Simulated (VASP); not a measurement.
Write the native input for VASP 6.6.1 that does the following.

```
Task                   : single point
Functional             : LDA
Potentials or basis    : VASP PAW LDA potentials, release 64 (C)
Cutoff                 : 520 eV
k mesh                 : 14 × 14 × 8
Occupations            : fermi-dirac, width 0.1 eV
Spin                   : no spin polarisation
Dipole correction      : no
Further INCAR settings : ALGO = Normal; EDIFF = 1e-06; NBANDS = 11
```

The structure of C lies in POSCAR:

```
C
1.0
    2.1959904552     -1.2679315390      0.0000000000
    2.1959904552      1.2679315390      0.0000000000
   -1.4235861569      0.0000000000      3.6159018394
C
2
Direct
    0.8333555300      0.8333555300      0.0000930400
    0.1666444700      0.1666444700      0.9999069600
```

One way to write it, as run:

INCAR

```
SYSTEM = C
PREC = Accurate
ENCUT = 520
EDIFF = 1E-6
ISMEAR = -1
SIGMA = 0.1
LREAL = .FALSE.
LASPH = .TRUE.
NELM = 60
ALGO = Normal
ISIF = 2
LWAVE = .FALSE.
LCHARG = .FALSE.
NBANDS = 11
```

KPOINTS

```
regular mesh
0
G
  14 14 8
  0 0 0
```

Potentials or basis: VASP PAW LDA potentials, release 64 (C).

Launch:

```console
$ cat potpaw_LDA.64/C/POTCAR > POTCAR
$ mpirun -np 1 vasp_std > vasp.out
```

Results of the run:

The pressure is -24.6 GPa and the largest force is 0.005 eV/Å. The band gap on the k mesh is 0.74 eV, indirect (least direct gap 0.76 eV).

Run time: 28 s on 1 thread of Intel(R) Xeon(R) 6975P-C (Granite Rapids), on a shared host, peak memory 0.17 GiB.
